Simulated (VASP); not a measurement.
# CdH6 in VASP: notebook, part 2 of 3

VASP 6.6.1. The steps go on from the part before.

## Step 4: Single point, PBE

This run uses another cell than the first one, of 9.91 Å³/atom, 1.066 times its volume.

INCAR

```
PREC = Accurate
ENCUT = 520
EDIFF = 1E-6
ISMEAR = 0
SIGMA = 0.1
LREAL = False
LASPH = True
NELM = 60
ALGO = Normal
ISIF = 2
LWAVE = False
LCHARG = True
GGA = PE
LELF = True
LVHAR = True
NBANDS = 18
```

KPOINTS

```
regular mesh
0
Gamma
  10 10 8
```

POSCAR

```
CdH6
1.0
    3.5248202783      0.0000000000      0.0000000000
    0.0000000000      3.5248202783      0.0000000000
    0.0000000000      0.0000000000      5.5841042416
Cd H
1 6
Direct
    0.0000000000      0.0000000000      0.5000000000
    0.1797511081      0.1797511081      0.0000000000
    0.8202488919      0.8202488919      0.0000000000
    0.8202488919      0.1797511081      0.0000000000
    0.1797511081      0.8202488919      0.0000000000
    0.5000000000      0.0000000000      0.5000000000
    0.0000000000      0.5000000000      0.5000000000
```

Potentials or basis: VASP PAW PBE potentials, release 64 (Cd, H).

Launch:

```console
$ cat potpaw_PBE.64/Cd/POTCAR potpaw_PBE.64/H/POTCAR > POTCAR
$ mpirun -np 1 vasp_std > vasp.out
```

OUTCAR:

```text
PREC = Accurate
   ENCUT = 520
   EDIFF = 1E-6
   ISMEAR = 0
   LREAL = False
   LASPH = True
   NELM = 60
   ISIF = 2
   GGA = PE

 ion  position               nearest neighbor table
   1  0.000  0.000  0.500-   6 1.76   7 1.76   7 1.76   6 1.76
   2  0.180  0.180  0.000-
   3  0.820  0.820  0.000-
   4  0.820  0.180  0.000-
   5  0.180  0.820  0.000-
   6  0.500  0.000  0.500-   1 1.76   1 1.76
   7  0.000  0.500  0.500-   1 1.76   1 1.76

  LATTYP: Found a simple tetragonal cell.
 ALAT       =     3.5248202783
 C/A-ratio  =     1.5842238187

  Lattice vectors:

 A1 = (   3.5248202783,   0.0000000000,   0.0000000000)
 A2 = (   0.0000000000,   3.5248202783,   0.0000000000)
 A3 = (   0.0000000000,   0.0000000000,   5.5841042416)

Analysis of symmetry for initial positions (statically):
=====================================================================
 Subroutine PRICEL returns:
 Original cell was already a primitive cell.

 Routine SETGRP: Setting up the symmetry group for a
 simple tetragonal supercell.

 Subroutine GETGRP returns: Found 16 space group operations
 (whereof 16 operations were pure point group operations)
 out of a pool of 16 trial point group operations.

The static configuration has the point symmetry D_4h.

Analysis of symmetry for dynamics (positions and initial velocities):
=====================================================================
 Subroutine PRICEL returns:
 Original cell was already a primitive cell.

 Routine SETGRP: Setting up the symmetry group for a
 simple tetragonal supercell.

 Subroutine GETGRP returns: Found 16 space group operations
 (whereof 16 operations were pure point group operations)
 out of a pool of 16 trial point group operations.

The dynamic configuration has the point symmetry D_4h.

 Subroutine INISYM returns: Found 16 space group operations
 (whereof 16 operations are pure point group operations),
 and found     1 'primitive' translations

----------------------------------------------------------------------------------------

                                     Primitive cell

  volume of cell :      69.3789

  direct lattice vectors                    reciprocal lattice vectors
     3.524820278  0.000000000  0.000000000     0.283702408  0.000000000  0.000000000
     0.000000000  3.524820278  0.000000000     0.000000000  0.283702408  0.000000000
     0.000000000  0.000000000  5.584104242     0.000000000  0.000000000  0.179079752

  length of vectors
     3.524820278  3.524820278  5.584104242     0.283702408  0.283702408  0.179079752

  position of ions in fractional coordinates (direct lattice)
     0.000000000  0.000000000  0.500000000
     0.179751108  0.179751108  0.000000000
     0.820248892  0.820248892  0.000000000
     0.820248892  0.179751108  0.000000000
     0.179751108  0.820248892  0.000000000
     0.500000000  0.000000000  0.500000000
     0.000000000  0.500000000  0.500000000

  ion indices of the primitive-cell ions
   primitive index   ion index
[... 24 lines left out ...]
     0.028370241  0.028370241  0.022384969

  Shift w.r.t. Gamma in fractional coordinates (k-lattice)
     0.000000000  0.000000000  0.000000000

 Subroutine IBZKPT returns following result:
 ===========================================

 Found    105 irreducible k-points:

 Following reciprocal coordinates:
            Coordinates               Weight
  0.000000  0.000000  0.000000      1.000000
  0.100000  0.000000  0.000000      4.000000
  0.200000  0.000000  0.000000      4.000000
  0.300000  0.000000  0.000000      4.000000
  0.400000  0.000000  0.000000      4.000000
  0.500000  0.000000  0.000000      2.000000
[... 16 lines left out ...]
  0.100000  0.000000  0.125000      8.000000
  0.200000  0.000000  0.125000      8.000000
 [... further k-points ...]
   k-points           NKPTS =    105   k-points in BZ     NKDIM =    105   number of bands    NBANDS=     18
   number of dos      NEDOS =    301   number of ions     NIONS =      7
   total plane-waves  NPLWV =  32928
   dimension x,y,z NGX =    28 NGY =   28 NGZ =   42
   dimension x,y,z NGXF=    56 NGYF=   56 NGZF=   84
   ions per type =               1   6
   NGX,Y,Z   is equivalent  to a cutoff of  13.21, 13.21, 12.50 a.u.
   NGXF,Y,Z  is equivalent  to a cutoff of  26.41, 26.41, 25.01 a.u.
 SYSTEM =  unknown system
   PREC   = accura    normal or accurate (medium, high low for compatibility)
   ISTART =      0    job   : 0-new  1-cont  2-samecut
   ICHARG =      2    charge: 1-file 2-atom 10-const
   ISPIN  =      1    spin polarized calculation?
   LNONCOLLINEAR =      F non collinear calculations
   LSORBIT =      F    spin-orbit coupling
   LASPH  =      T    aspherical Exc in radial PAW
   ENCUT  =  520.0 eV  38.22 Ry    6.18 a.u.   6.55  6.55 10.38*2*pi/ulx,y,z
   NELM   =     60;   NELMIN=  2; NELMDL= -5     # of ELM steps
   EDIFF  = 0.1E-05   stopping-criterion for ELM
   LREAL  =      F    real-space projection
   EDIFFG = 0.1E-04   stopping-criterion for IOM
   NSW    =      0    number of steps for IOM
   IBRION =     -1    ionic relax: 0-MD 1-quasi-New 2-CG
   NFREE  =      0    steps in history (QN), initial steepest desc. (CG)
   ISIF   =      2    stress and relaxation
   ISYM   =      2    0-nonsym 1-usesym 2-fastsym
   POTIM  = 0.5000    time-step for ionic-motion
   TEBEG  =    0.0;   TEEND  =   0.0 temperature during run
   PSTRESS=    0.0 pullay stress
   NELECT =      18.0000    total number of electrons
   NUPDOWN=      -1.0000    fix difference up-down
   EMIN   =  10.00;   EMAX   =-10.00  energy-range for DOS
   EFERMI =   0.00;   METHOD = LEGACY
   ISMEAR =     0;   SIGMA  =   0.10  broadening in eV -4-tet -1-fermi 0-gaus
   EFERMI_NEDOS =   21; number of points for ismear=-14 and -15
   IALGO  =     38    algorithm
   IMIX   =      4    mixing-type and parameters
     AMIX     =   0.40;   BMIX     =  1.00
     AMIX_MAG =   1.60;   BMIX_MAG =  1.00
  volume/ion in A,a.u.               =       9.91        66.88
  Fermi-wavevector in a.u.,A,eV,Ry     =   1.044135  1.973128 14.833305  1.090217
  Thomas-Fermi vector in A             =   2.178874
   LORBIT       =      0    0 simple, 1 ext, 2 COOP (PROOUT), +10 PAW based schemes
   GGA     = PE    functional components
   LHFCALC =     F    Hartree Fock is set to
   AEXX    =    0.0000 exact exchange contribution
   IVDW    =     0    specifies the selected vdW correction
   LEPSILON=     F    determine dielectric tensor
   LRPA    =     F    only Hartree local field effects (RPA)
 non-spin polarized calculation
 Gauss-broadening in eV      SIGMA  =   0.10
  energy-cutoff  :      520.00
  volume of cell :       69.38
 maximum number of plane-waves:      1908
 NGX is ok and might be reduce to    28
   NGX = 13   NGY = 13   NGZ = 21

 number of electron      18.0000006 magnetization

 Free energy of the ion-electron system (eV)
  ---------------------------------------------------
  ext. energy  EPLUGINS =         0.00000000
  ---------------------------------------------------
  free energy    TOTEN  =       -14.74959452 eV

  energy without entropy =      -14.74515210  energy(sigma->0) =      -14.74737331

 E-fermi :  -0.4829     XC(G=0):  -8.1562

 val. band max:       -0.5029848080   @ k =   0.2000   0.2000   0.3750
 cond. band min:      -0.4550077851   @ k =   0.2000   0.0000   0.5000
 fundamental gap:      0.0479770229
 Fermi energy:        -0.4828557341

 k-point     1 :       0.0000    0.0000    0.0000
  band No.  band energies     occupation
      1     -11.2400      2.00000
      2     -10.8108      2.00000
      3      -9.8842      2.00000
      4      -9.5074      2.00000
      5      -9.5074      2.00000
      6      -9.4288      2.00000
[... 481 lines left out ...]
      5      -9.5034      2.00000
      6      -9.4785      2.00000
[... 10 lines left out ...]
     17       9.8203      0.00000
     18      10.9139      0.00000

 [... further k-points ...]
[... 5 lines left out ...]
  --------------------------------------------------------------------------------------
  -------------------------------------------------------------------------------------
  Total        0.1356915      0.1356915     -0.0121875      0.0000000     -0.0000000      0.0000000
  in kB        3.1335427      3.1335427     -0.2814483      0.0000000     -0.0000000      0.0000000
  external PRESSURE =       1.9952123 kB  Pullay stress =       0.0000000 kB

 VOLUME and BASIS-vectors are now :
 -----------------------------------------------------------------------------
  energy-cutoff  :      520.00
  volume of cell :       69.38
      direct lattice vectors                 reciprocal lattice vectors
     3.524820278  0.000000000  0.000000000     0.283702408  0.000000000  0.000000000
     0.000000000  3.524820278  0.000000000     0.000000000  0.283702408  0.000000000
     0.000000000  0.000000000  5.584104242     0.000000000  0.000000000  0.179079752

 POSITION                                       TOTAL-FORCE (eV/Angst)
 -----------------------------------------------------------------------------------
      0.00000      0.00000      2.79205         0.000000      0.000000      0.000000
      0.63359      0.63359      0.00000         0.003368      0.003368     -0.000000
      2.89123      2.89123      0.00000        -0.003368     -0.003368      0.000000
      2.89123      0.63359      0.00000        -0.003368      0.003368      0.000000
      0.63359      2.89123      0.00000         0.003368     -0.003368     -0.000000
      1.76241      0.00000      2.79205         0.000000      0.000000      0.000000
      0.00000      1.76241      2.79205         0.000000      0.000000      0.000000
 -----------------------------------------------------------------------------------
    total drift:                               -0.000000      0.000000      0.000000

  FREE ENERGIE OF THE ION-ELECTRON SYSTEM (eV)
  ---------------------------------------------------
  free  energy   TOTEN  =       -14.7495945241 eV

  energy  without entropy=      -14.7451521041  energy(sigma->0) =      -14.74737331
```

Run time: 49 s. Hardware: 1 thread of Intel Xeon 6975P-C (Granite Rapids), shared host; peak memory 0.25 GiB.

Results:

- Free energy: -14.7496 eV
- Pressure: 0.2 GPa
- Largest force: 0.005 eV/Å
- Band gap on the k mesh: zero (band 9 reaches 0.62 eV, above the bottom of band 10 at -2.03 eV)

Forces in eV/Å, atoms in the order of the input:
```
Cd   0.000  0.000  0.000
H    0.003  0.003  0.000
H   -0.003 -0.003  0.000
H   -0.003  0.003  0.000
H    0.003 -0.003  0.000
H    0.000  0.000  0.000
H    0.000  0.000  0.000
```

Stress tensor (GPa, compression positive):
```
 0.31  0.00  0.00
 0.00  0.31  0.00
 0.00  0.00 -0.03
```

Levels at points of the mesh, in eV from the Fermi level:
| k point | band 6 | band 7 | band 8 | band 9 | band 10 | band 11 | band 12 | band 13 |
| --- | --- | --- | --- | --- | --- | --- | --- | --- |
| (0.00, 0.00, 0.00) | -8.95 | -6.27 | 0.46 | 0.92 | 0.92 | 2.22 | 7.00 | 7.00 |
| (0.50, 0.00, 0.00) | -7.90 | -5.20 | -4.10 | -2.40 | 1.84 | 2.47 | 5.83 | 7.26 |
| (0.50, 0.50, 0.00) | -6.85 | -4.47 | -4.47 | -1.27 | -1.27 | 0.36 | 2.33 | 4.56 |
| (0.00, 0.00, 0.50) | -8.95 | -7.20 | 1.03 | 1.03 | 2.25 | 2.93 | 5.50 | 6.51 |
| (0.50, 0.00, 0.50) | -7.93 | -4.97 | -4.71 | -2.83 | 1.93 | 4.95 | 6.33 | 7.16 |
| (0.50, 0.50, 0.50) | -6.95 | -4.34 | -4.34 | -1.55 | -1.55 | -0.39 | 2.57 | 5.15 |

## Step 5: Relaxation of cell and atoms, PBE

INCAR

```
SYSTEM = CdH6
PREC = Accurate ; ENCUT = 600
EDIFF = 1E-6 ; ISMEAR = 0
SIGMA = 0.1 ; LREAL = .False.
LASPH = .True. ; NELM = 60
ALGO = Normal ; ISIF = 3
LWAVE = .False. ; LCHARG = .False.
GGA = PE ; IBRION = 2
NSW = 90 ; EDIFFG = -0.04
```

KPOINTS

```
regular mesh
0
Gamma
  6 6 4
  0 0 0
```

POSCAR

```
CdH6
1.0
    3.5527471977      0.0000000000      0.0000000000
    0.0000000000      3.5527471977      0.0000000000
    0.0000000000      0.0000000000      5.1549170810
Cd H
1 6
Direct
    0.0000000000      0.0000000000      0.5000000000
    0.1795618186      0.1795618186      0.0000000000
    0.8204381814      0.8204381814      0.0000000000
    0.8204381814      0.1795618186      0.0000000000
    0.1795618186      0.8204381814      0.0000000000
    0.5000000000      0.0000000000      0.5000000000
    0.0000000000      0.5000000000      0.5000000000
```

Launch:

```console
$ cat potpaw_PBE.64/Cd/POTCAR potpaw_PBE.64/H/POTCAR > POTCAR
$ mpirun -np 1 vasp_std > vasp.out
```

It took 40 s on 1 thread of Intel Xeon 6975P-C (Granite Rapids), shared host; peak memory 0.2 GiB.

It converged, with:

| Property | Result |
| --- | --- |
| Free energy | -14.7386 eV |
| Relaxed volume | 9.52 Å³/atom |
| Relaxed cell | a = 3.520 Å, b = 3.520 Å, c = 5.381 Å, α = 90.00°, β = 90.00°, γ = 90.00° |
| Space group after relaxing (to 0.05 Å) | P4/mmm (No. 123) |
| Energy gained by relaxing | 3.7 meV/atom |
| Ionic steps | 5 |
| Pressure after relaxing | 0.4 GPa |
| Largest force after relaxing | 0.035 eV/Å |
| Band gap on the k mesh | zero (band 9 reaches 0.64 eV, above the bottom of band 10 at -1.96 eV) |

Forces on the atoms (eV/Å):
```
Cd   0.000  0.000  0.000
H   -0.025 -0.025  0.000
H    0.025  0.025  0.000
H    0.025 -0.025  0.000
H   -0.025  0.025  0.000
H    0.000  0.000  0.000
H    0.000  0.000  0.000
```

Stress tensor (GPa, compression positive):
```
0.34 0.00 0.00
0.00 0.34 0.00
0.00 0.00 0.45
```

Step by step:
| step | energy change (eV) | largest force (eV/Å) | pressure (GPa) | volume (Å³) |
| --- | --- | --- | --- | --- |
| 1 | 0.0000 | 0.0382 | 0.17 | 65.07 |
| 2 | -0.0073 | 0.0374 | 0.33 | 65.15 |
| 3 | -0.0195 | 0.0351 | 0.85 | 65.40 |
| 4 | -0.0205 | 0.0340 | 1.08 | 65.49 |
| 5 | -0.0256 | 0.0352 | 0.38 | 66.67 |

Final structure:
```
Cd H
1.0
     3.51980    0.00000    0.00000
     0.00000    3.51980    0.00000
     0.00000    0.00000    5.38129
Cd H
1 6
Direct
  0.00000 0.00000 0.50000
  0.18242 0.18242 0.00000
  0.81758 0.81758 0.00000
  0.81758 0.18242 0.00000
  0.18242 0.81758 0.00000
  0.50000 0.00000 0.50000
  0.00000 0.50000 0.50000
```

Levels at points of the mesh, in eV from the Fermi level:
| k point | band 5 | band 6 | band 7 | band 8 | band 9 | band 10 | band 11 | band 12 | band 13 |
| --- | --- | --- | --- | --- | --- | --- | --- | --- | --- |
| (0.00, 0.00, 0.00) | -8.81 | -8.74 | -5.81 | 0.73 | 1.04 | 1.04 | 2.44 | 7.36 | 7.38 |
| (0.50, 0.00, 0.00) | -8.79 | -7.64 | -5.08 | -3.70 | -2.17 | 2.00 | 2.73 | 6.20 | 7.24 |
| (0.50, 0.50, 0.00) | -8.91 | -6.50 | -4.33 | -4.33 | -1.04 | -1.04 | 0.79 | 2.32 | 4.81 |
| (0.00, 0.00, 0.50) | -8.78 | -8.74 | -7.00 | 1.20 | 1.20 | 2.48 | 3.61 | 6.14 | 6.72 |
| (0.50, 0.00, 0.50) | -8.80 | -7.66 | -4.78 | -4.51 | -2.71 | 2.13 | 5.64 | 6.72 | 7.28 |
| (0.50, 0.50, 0.50) | -8.89 | -6.63 | -4.15 | -4.15 | -1.41 | -1.41 | -0.18 | 2.57 | 5.38 |

(Part 2 of 3 ends here.)
